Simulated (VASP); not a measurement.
# KCl (I-4m2) in VASP: a series of runs

KCl is run at these levels: r2SCAN, HSE06; tasks: single point.

Program: VASP 6.6.1. These are calculated values, not measurements. Logs are shortened: lines on timing, memory, paths and dates and some standing lists are left out, and cuts for length are marked.

**1. The cell of the first run**

It takes space group I-4m2 (No. 119, tetragonal). The conventional cell has a = 4.960 Å, b = 4.960 Å, c = 6.982 Å, α = 90.00°, β = 90.00°, γ = 90.00°. K (site symmetry -4m2) has 4 Cl at 3.03 Å within 4.0 Å. Within 4.0 Å of Cl (site symmetry -4m2) lie 4 K at 3.03 Å.

**2. Single point, r2SCAN (uniaxial z strain -0.5%)**

POSCAR

```
KCl
1.0
    0.0000000000      3.5072828304      3.4907986011
    3.5072828304      0.0000000000      3.4907986011
    3.5072828304      3.5072828304      0.0000000000
K Cl
1 1
Direct
    0.0000000000      0.0000000000      0.0000000000
    0.2500000000      0.2500000000      0.2500000000
```

INCAR.step1

```
PREC     = Accurate       # precision mode
ENCUT    = 520            # plane-wave cutoff, eV
ISMEAR   = 0              # smearing method
SIGMA    = 0.01           # smearing width, eV
LREAL    = F              # projectors in reciprocal space
LASPH    = T              # aspherical terms in the spheres
NELM     = 100            # most SCF steps
NBANDS   = 15             # bands
GGA      = PE             # functional
ALGO     = Normal         # electronic algorithm
EDIFF    = 1E-4           # SCF threshold, eV
LWAVE    = T              # write WAVECAR
LCHARG   = F              # write CHGCAR
```

INCAR.step2

```
PREC     = Accurate       # precision mode
ENCUT    = 520            # plane-wave cutoff, eV
EDIFF    = 1E-6           # SCF threshold, eV
ISMEAR   = 0              # smearing method
SIGMA    = 0.01           # smearing width, eV
LREAL    = F              # projectors in reciprocal space
LASPH    = T              # aspherical terms in the spheres
NELM     = 100            # most SCF steps
ALGO     = Normal         # electronic algorithm
ISIF     = 2              # what is computed and relaxed
LWAVE    = F              # write WAVECAR
LCHARG   = T              # write CHGCAR
METAGGA  = R2SCAN         # meta-GGA
LMIXTAU  = T            
LELF     = T              # ELF
LVHAR    = T            
NBANDS   = 15             # bands
ISTART   = 1
```

KPOINTS

```
regular mesh
0
Gamma
  6 6 6
```

Potentials or basis: VASP PAW PBE potentials, release 64 (K_sv, Cl).

Started as:

```console
$ cat potpaw_PBE.64/K_sv/POTCAR potpaw_PBE.64/Cl/POTCAR > POTCAR
$ cp INCAR.step1 INCAR
$ mpirun -np 1 vasp_std > vasp.out
$ cp INCAR.step2 INCAR
$ mpirun -np 1 vasp_std > vasp.out
```

OUTCAR:

```text
PREC = Accurate
   ENCUT = 520
   EDIFF = 1E-6
   ISMEAR = 0
   LREAL = F
   LASPH = T
   NELM = 100
   ISIF = 2
   METAGGA = R2SCAN
   ISTART = 1

 ion  position               nearest neighbor table
   1  0.000  0.000  0.000-   2 3.03   2 3.03   2 3.03   2 3.03
   2  0.250  0.250  0.250-   1 3.03   1 3.03   1 3.03   1 3.03

  LATTYP: Found a body centered tetragonal cell.
 ALAT       =     4.9600469458
 C/A-ratio  =     1.4075667586

  Lattice vectors:

 A1 = (   0.0000000000,  -3.5072828304,  -3.4907986011)
 A2 = (   0.0000000000,   3.5072828304,  -3.4907986011)
 A3 = (   3.5072828304,   0.0000000000,   3.4907986011)

Analysis of symmetry for initial positions (statically):
=====================================================================
 Subroutine PRICEL returns:
 Original cell was already a primitive cell.

 Routine SETGRP: Setting up the symmetry group for a
 body centered tetragonal supercell.

 Subroutine GETGRP returns: Found  8 space group operations
 (whereof  8 operations were pure point group operations)
 out of a pool of 16 trial point group operations.

The static configuration has the point symmetry D_2d.

Analysis of symmetry for dynamics (positions and initial velocities):
=====================================================================
 Subroutine PRICEL returns:
 Original cell was already a primitive cell.

 Routine SETGRP: Setting up the symmetry group for a
 body centered tetragonal supercell.

 Subroutine GETGRP returns: Found  8 space group operations
 (whereof  8 operations were pure point group operations)
 out of a pool of 16 trial point group operations.

The dynamic configuration has the point symmetry D_2d.

 Subroutine INISYM returns: Found  8 space group operations
 (whereof  8 operations are pure point group operations),
 and found     1 'primitive' translations

----------------------------------------------------------------------------------------

                                     Primitive cell

  volume of cell :      85.8809

  direct lattice vectors                    reciprocal lattice vectors
     0.000000000  3.507282830  3.490798601    -0.142560502  0.142560502  0.143233700
     3.507282830  0.000000000  3.490798601     0.142560502 -0.142560502  0.143233700
     3.507282830  3.507282830  0.000000000     0.142560502  0.142560502 -0.143233700

  length of vectors
     4.948404564  4.948404564  4.960046946     0.247311314  0.247311314  0.247311314

  position of ions in fractional coordinates (direct lattice)
     0.000000000  0.000000000  0.000000000
     0.250000000  0.250000000  0.250000000

  ion indices of the primitive-cell ions
   primitive index   ion index
                 1           1
                 2           2

----------------------------------------------------------------------------------------

 KPOINTS: regular mesh

Automatic generation of k-mesh.
 Grid dimensions read from file:
 generate k-points for:    6    6    6

 Generating k-lattice:

  Cartesian coordinates                     Fractional coordinates (reciprocal lattice)
    -0.023760084  0.023760084  0.023872283     0.166666667 -0.000000000  0.000000000
     0.023760084 -0.023760084  0.023872283    -0.000000000  0.166666667  0.000000000
     0.023760084  0.023760084 -0.023872283     0.000000000  0.000000000  0.166666667

  Length of vectors
     0.041218552  0.041218552  0.041218552

  Shift w.r.t. Gamma in fractional coordinates (k-lattice)
     0.000000000  0.000000000  0.000000000

 Subroutine IBZKPT returns following result:
 ===========================================

 Found     30 irreducible k-points:

 Following reciprocal coordinates:
            Coordinates               Weight
  0.000000  0.000000  0.000000      1.000000
  0.166667 -0.000000  0.000000      8.000000
  0.333333 -0.000000  0.000000      8.000000
  0.500000 -0.000000  0.000000      4.000000
  0.166667  0.166667  0.000000      2.000000
  0.333333  0.166667  0.000000      8.000000
[... 16 lines left out ...]
  0.333333  0.000000  0.333333      4.000000
  0.500000  0.000000  0.333333     16.000000
 [... further k-points ...]
   k-points           NKPTS =     30   k-points in BZ     NKDIM =     30   number of bands    NBANDS=     15
   number of dos      NEDOS =    301   number of ions     NIONS =      2
   total plane-waves  NPLWV =  64000
   dimension x,y,z NGX =    40 NGY =   40 NGZ =   40
   dimension x,y,z NGXF=    80 NGYF=   80 NGZF=   80
   ions per type =               1   1
   NGX,Y,Z   is equivalent  to a cutoff of  13.44, 13.44, 13.41 a.u.
   NGXF,Y,Z  is equivalent  to a cutoff of  26.88, 26.88, 26.81 a.u.
 SYSTEM =  unknown system
   PREC   = accura    normal or accurate (medium, high low for compatibility)
   ISTART =      1    job   : 0-new  1-cont  2-samecut
   ICHARG =      0    charge: 1-file 2-atom 10-const
   ISPIN  =      1    spin polarized calculation?
   LNONCOLLINEAR =      F non collinear calculations
   LSORBIT =      F    spin-orbit coupling
   LASPH  =      T    aspherical Exc in radial PAW
   ENCUT  =  520.0 eV  38.22 Ry    6.18 a.u.   9.20  9.20  9.22*2*pi/ulx,y,z
   NELM   =    100;   NELMIN=  2; NELMDL=  0     # of ELM steps
   EDIFF  = 0.1E-05   stopping-criterion for ELM
   LREAL  =      F    real-space projection
   EDIFFG = 0.1E-04   stopping-criterion for IOM
   NSW    =      0    number of steps for IOM
   IBRION =     -1    ionic relax: 0-MD 1-quasi-New 2-CG
   NFREE  =      0    steps in history (QN), initial steepest desc. (CG)
   ISIF   =      2    stress and relaxation
   ISYM   =      2    0-nonsym 1-usesym 2-fastsym
   POTIM  = 0.5000    time-step for ionic-motion
   TEBEG  =    0.0;   TEEND  =   0.0 temperature during run
   PSTRESS=    0.0 pullay stress
   NELECT =      16.0000    total number of electrons
   NUPDOWN=      -1.0000    fix difference up-down
   EMIN   =  10.00;   EMAX   =-10.00  energy-range for DOS
   EFERMI =   0.00;   METHOD = LEGACY
   ISMEAR =     0;   SIGMA  =   0.01  broadening in eV -4-tet -1-fermi 0-gaus
   EFERMI_NEDOS =   21; number of points for ismear=-14 and -15
   IALGO  =     38    algorithm
   IMIX   =      4    mixing-type and parameters
     AMIX     =   0.40;   BMIX     =  1.00
     AMIX_MAG =   1.60;   BMIX_MAG =  1.00
  volume/ion in A,a.u.               =      42.94       289.78
  Fermi-wavevector in a.u.,A,eV,Ry     =   0.935010  1.766912 11.894796  0.874243
  Thomas-Fermi vector in A             =   2.061873
   LORBIT       =      0    0 simple, 1 ext, 2 COOP (PROOUT), +10 PAW based schemes
   METAGGA = R2SCAN    functional components
   LHFCALC =     F    Hartree Fock is set to
   AEXX    =    0.0000 exact exchange contribution
   IVDW    =     0    specifies the selected vdW correction
   LEPSILON=     F    determine dielectric tensor
   LRPA    =     F    only Hartree local field effects (RPA)
 non-spin polarized calculation
 Gauss-broadening in eV      SIGMA  =   0.01
  energy-cutoff  :      520.00
  volume of cell :       85.88
 maximum number of plane-waves:      2326
 NGX is ok and might be reduce to    40
   NGX = 19   NGY = 19   NGZ = 19

 number of electron      16.0000000 magnetization

 Free energy of the ion-electron system (eV)
  ---------------------------------------------------
  ext. energy  EPLUGINS =         0.00000000
  ---------------------------------------------------
  free energy    TOTEN  =       -16.22178198 eV

  energy without entropy =      -16.22178198  energy(sigma->0) =      -16.22178198

 E-fermi :  -3.4605     XC(G=0):  -6.3888

 val. band max:       -3.5824854158   @ k =   0.5000   0.0000   0.5000
 cond. band min:       1.7770559514   @ k =   0.0000   0.0000   0.0000
 fundamental gap:      5.3595413671
 Fermi energy:        -3.4604953716

 k-point     1 :       0.0000    0.0000    0.0000
  band No.  band energies     occupation
      1     -31.9187      2.00000
      2     -15.8810      2.00000
      3     -14.6422      2.00000
      4     -14.6414      2.00000
      5     -14.6414      2.00000
      6      -3.6231      2.00000
      7      -3.6231      2.00000
      8      -3.6213      2.00000
      9       1.7771      0.00000
     10       6.5465      0.00000
     11       6.5809      0.00000
     12       7.5700      0.00000
     13       7.5700      0.00000
     14       7.5957      0.00000
     15       8.7507      0.00000

 k-point     2 :       0.1667   -0.0000    0.0000
  band No.  band energies     occupation
      1     -31.9179      2.00000
      2     -15.9272      2.00000
      3     -14.6446      2.00000
      4     -14.6441      2.00000
      5     -14.5903      2.00000
      6      -3.7122      2.00000
      7      -3.6158      2.00000
      8      -3.6140      2.00000
      9       2.2062      0.00000
     10       6.2533      0.00000
     11       6.2785      0.00000
     12       7.1557      0.00000
     13       7.9006      0.00000
     14       8.0354      0.00000
     15       8.0509      0.00000

 k-point     3 :       0.3333   -0.0000    0.0000
  band No.  band energies     occupation
      1     -31.9164      2.00000
      2     -16.0095      2.00000
      3     -14.6498      2.00000
      4     -14.6496      2.00000
      5     -14.4983      2.00000
      6      -3.8568      2.00000
      7      -3.6020      2.00000
      8      -3.5989      2.00000
      9       3.2030      0.00000
     10       5.7510      0.00000
     11       6.0739      0.00000
     12       6.0943      0.00000
     13       7.7879      0.00000
     14       7.9043      0.00000
     15       7.9119      0.00000

 k-point     4 :       0.5000   -0.0000    0.0000
  band No.  band energies     occupation
      1     -31.9157      2.00000
      2     -16.0467      2.00000
      3     -14.6524      2.00000
      4     -14.6522      2.00000
      5     -14.4565      2.00000
      6      -3.9150      2.00000
      7      -3.5954      2.00000
      8      -3.5917      2.00000
      9       4.2214      0.00000
     10       4.5335      0.00000
     11       6.0835      0.00000
     12       6.1041      0.00000
     13       7.6649      0.00000
     14       7.6817      0.00000
     15       8.4168      0.00000
[... 307 lines left out ...]
 k-point    22 :      -0.3333    0.5000    0.1667
  band No.  band energies     occupation
      1     -31.9146      2.00000
      2     -16.0890      2.00000
      3     -14.6758      2.00000
      4     -14.6677      2.00000
      5     -14.3762      2.00000
      6      -3.8807      2.00000
      7      -3.6835      2.00000
      8      -3.5889      2.00000
      9       3.7417      0.00000
     10       4.7081      0.00000
     11       7.1238      0.00000
     12       7.1694      0.00000
     13       7.3818      0.00000
     14       7.7994      0.00000
     15       8.3811      0.00000

 k-point    23 :       0.3333    0.0000    0.3333
  band No.  band energies     occupation
      1     -31.9157      2.00000
      2     -16.0460      2.00000
      3     -14.6618      2.00000
      4     -14.6605      2.00000
      5     -14.4384      2.00000
      6      -3.9111      2.00000
      7      -3.5947      2.00000
      8      -3.5924      2.00000
      9       3.4206      0.00000
     10       4.6995      0.00000
     11       6.7062      0.00000
     12       7.4797      0.00000
     13       7.7185      0.00000
     14       7.7429      0.00000
     15       8.7953      0.00000

 k-point    24 :       0.5000    0.0000    0.3333
  band No.  band energies     occupation
      1     -31.9149      2.00000
      2     -16.0799      2.00000
      3     -14.6718      2.00000
      4     -14.6638      2.00000
      5     -14.3919      2.00000
      6      -3.9191      2.00000
      7      -3.6328      2.00000
      8      -3.5853      2.00000
      9       3.6993      0.00000
     10       4.7067      0.00000
     11       6.6732      0.00000
     12       7.0120      0.00000
     13       7.9252      0.00000
     14       8.0191      0.00000
     15       8.2812      0.00000

 [... further k-points ...]

------------------------ aborting loop because EDIFF is reached ----------------------------------------

  FORCE on cell =-STRESS in cart. coord.  units (eV):
  Direction    XX          YY          ZZ          XY          YZ          ZX
  --------------------------------------------------------------------------------------
  -------------------------------------------------------------------------------------
  Total        0.0241243      0.0241243      0.0247427      0.0000000     -0.0000000      0.0000000
  in kB        0.4500580      0.4500580      0.4615947      0.0000000     -0.0000000      0.0000000
  external PRESSURE =       0.4539036 kB  Pullay stress =       0.0000000 kB

 VOLUME and BASIS-vectors are now :
 -----------------------------------------------------------------------------
  energy-cutoff  :      520.00
  volume of cell :       85.88
      direct lattice vectors                 reciprocal lattice vectors
     0.000000000  3.507282830  3.490798601    -0.142560502  0.142560502  0.143233700
     3.507282830  0.000000000  3.490798601     0.142560502 -0.142560502  0.143233700
     3.507282830  3.507282830  0.000000000     0.142560502  0.142560502 -0.143233700

 POSITION                                       TOTAL-FORCE (eV/Angst)
 -----------------------------------------------------------------------------------
      0.00000      0.00000      0.00000        -0.000000     -0.000000     -0.000000
      1.75364      1.75364      1.74540         0.000000      0.000000      0.000000
 -----------------------------------------------------------------------------------
    total drift:                               -0.000000     -0.000000     -0.000000

  FREE ENERGIE OF THE ION-ELECTRON SYSTEM (eV)
  ---------------------------------------------------
  free  energy   TOTEN  =       -16.2217819817 eV

  energy  without entropy=      -16.2217819817  energy(sigma->0) =      -16.22178198
```

Wall time 2.6 min (1 thread of AMD EPYC 7R13 (Zen 3), shared host); peak memory 0.23 GiB.

What came out:

- Free energy: -16.2218 eV
- Pressure: 0.0 GPa
- Band gap on the k mesh: 5.36 eV (least direct gap 5.40 eV)

Levels at points of the mesh, in eV from the valence-band top:
```tsv
k point	band 5	band 6	band 7	band 8	band 9	band 10	band 11	band 12
(0.00, 0.00, 0.00)	-11.06	-0.04	-0.04	-0.04	5.36	10.13	10.16	11.15
(0.50, 0.00, 0.00)	-10.87	-0.33	-0.01	-0.01	7.80	8.12	9.67	9.69
(0.50, 0.50, 0.00)	-10.80	-0.39	0.00	0.00	7.18	8.30	10.94	11.11
(0.50, 0.00, 0.50)	-10.80	-0.40	0.00	0.00	7.17	8.29	10.91	11.10
```

Caveat: the cell differs from its parent crystal (uniaxial z strain -0.5%); the PAW data sets were made with another functional, which shifts forces and pressure a little.

**3. Single point, HSE06 (uniaxial z strain -0.5%)**

POSCAR is that of step 2.

INCAR.step1

```
SYSTEM = KCl
ALGO = Normal
EDIFF = 1E-5
ENCUT = 520
GGA = PE
ISIF = 2
ISMEAR = 0
LASPH = .True.
LCHARG = .False.
LREAL = .False.
LWAVE = .True.
NBANDS = 15
NELM = 60
PREC = Accurate
SIGMA = 0.01
```

INCAR.step2

```
SYSTEM = KCl
ALGO = Normal
EDIFF = 1E-6
ENCUT = 520
GGA = PE
HFSCREEN = 0.2079
ISIF = 2
ISMEAR = 0
ISTART = 1
LASPH = .True.
LCHARG = .False.
LHFCALC = .True.
LREAL = .False.
LWAVE = .False.
NBANDS = 15
NELM = 60
PREC = Accurate
PRECFOCK = Normal
SIGMA = 0.01
```

KPOINTS

```
k-points
0
Gamma
  4 4 4
  0 0 0
```

Potentials or basis: VASP PAW PBE potentials, release 64 (K_sv, Cl).

Started as:

```console
$ cat potpaw_PBE.64/K_sv/POTCAR potpaw_PBE.64/Cl/POTCAR > POTCAR
$ cp INCAR.step1 INCAR
$ mpirun -np 1 vasp_std > vasp.out
$ cp INCAR.step2 INCAR
$ mpirun -np 1 vasp_std > vasp.out
```

Wall time 12 min (1 thread of AMD EPYC 7R13 (Zen 3), shared host); peak memory 0.32 GiB.

Results (log left out):

```
Free energy            : -7.6627 eV
Pressure               : 0.2 GPa
Band gap on the k mesh : 6.03 eV (least direct gap 6.07 eV)
```

Levels at points of the mesh, in eV from the valence-band top:
| k point | band 5 | band 6 | band 7 | band 8 | band 9 | band 10 | band 11 | band 12 |
| --- | --- | --- | --- | --- | --- | --- | --- | --- |
| (0.00, 0.00, 0.00) | -11.43 | -0.04 | -0.04 | -0.04 | 6.03 | 10.99 | 11.02 | 11.98 |
| (0.50, 0.00, 0.00) | -11.25 | -0.35 | -0.01 | -0.01 | 8.56 | 8.77 | 10.45 | 10.47 |
| (0.50, 0.50, 0.00) | -11.18 | -0.41 | 0.00 | 0.00 | 7.96 | 9.05 | 11.43 | 11.94 |
| (0.50, 0.00, 0.50) | -11.18 | -0.42 | 0.00 | 0.00 | 7.95 | 9.05 | 11.40 | 11.94 |

Caveat: the cell differs from its parent crystal (uniaxial z strain -0.5%); the PAW data sets were made with another functional, which shifts forces and pressure a little. A k mesh can miss the band edges.
